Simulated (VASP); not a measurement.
Here is a VASP 6.6.1 calculation.

Contents of INCAR:

```
SYSTEM = Al2O3
PREC     = Accurate       ! precision mode
ENCUT    = 600            ! plane-wave cutoff, eV
EDIFF    = 1E-6           ! SCF threshold, eV
ISMEAR   = 0              ! smearing method
SIGMA    = 0.02           ! smearing width, eV
LREAL    = .FALSE.        ! projectors in reciprocal space
LASPH    = .TRUE.         ! aspherical terms in the spheres
NELM     = 60             ! most SCF steps
ALGO     = Normal         ! electronic algorithm
ISIF     = 3              ! what is computed and relaxed
LWAVE    = .FALSE.        ! write WAVECAR
LCHARG   = .FALSE.        ! write CHGCAR
GGA      = PE             ! functional
IVDW     = 12             ! dispersion correction
IBRION   = 2              ! ionic algorithm
NSW      = 100            ! ionic steps
EDIFFG   = -0.005         ! ionic threshold
```

File KPOINTS:

```
Automatic mesh
0
G
  9 9 4
  0 0 0
```

File POSCAR:

```
Al2O3
1.0
    2.8843249483      0.0000000000      0.0000000000
   -1.4421624742      2.4978986780      0.0000000000
    0.0000000000      0.0000000000      9.3367544600
Al O
2 3
Direct
    0.0000000000      0.0000000000      0.1499923300
    0.0000000000      0.0000000000      0.8500076700
    0.3333333300      0.6666666700      0.2223169200
    0.6666666700      0.3333333300      0.0000000000
    0.3333333300      0.6666666700      0.7776830800
```

Potentials or basis: VASP PAW PBE potentials, release 64 (Al, O).

Launch:

```bash
$ cat potpaw_PBE.64/Al/POTCAR potpaw_PBE.64/O/POTCAR > POTCAR
$ mpirun -np 1 vasp_std > vasp.out
```

Problem. Predict the dispersion energy per atom.

Solution. -0.195 eV.

Problem. Predict the space group after relaxing (to 0.1 Å).

Solution. P-6m2 (No. 187).

Problem. Estimate the relaxed volume.

Solution. 10.36 Å³/atom.

Problem. What does it give for the relaxed cell?

Solution. a = 2.867 Å, b = 2.867 Å, c = 7.276 Å, α = 90.00°, β = 90.00°, γ = 120.00°.

Final structure:
```cif
data_structure
_symmetry_space_group_name_H-M 'P 1'
_symmetry_Int_Tables_number 1
_cell_length_a 2.8672
_cell_length_b 2.8672
_cell_length_c 7.2755
_cell_angle_alpha 90.000
_cell_angle_beta 90.000
_cell_angle_gamma 120.000
_cell_volume 51.80
loop_
_atom_site_label
_atom_site_type_symbol
_atom_site_fract_x
_atom_site_fract_y
_atom_site_fract_z
_atom_site_occupancy
Al1 Al 0.00000 0.00000 0.19134 1
Al2 Al 0.00000 0.00000 0.80866 1
O1 O 0.33333 0.66667 0.28469 1
O2 O 0.66667 0.33333 0.00000 1
O3 O 0.33333 0.66667 0.71531 1
```

Caveat: the volume moved by over 15 % at a fixed basis, so the end points are rough.
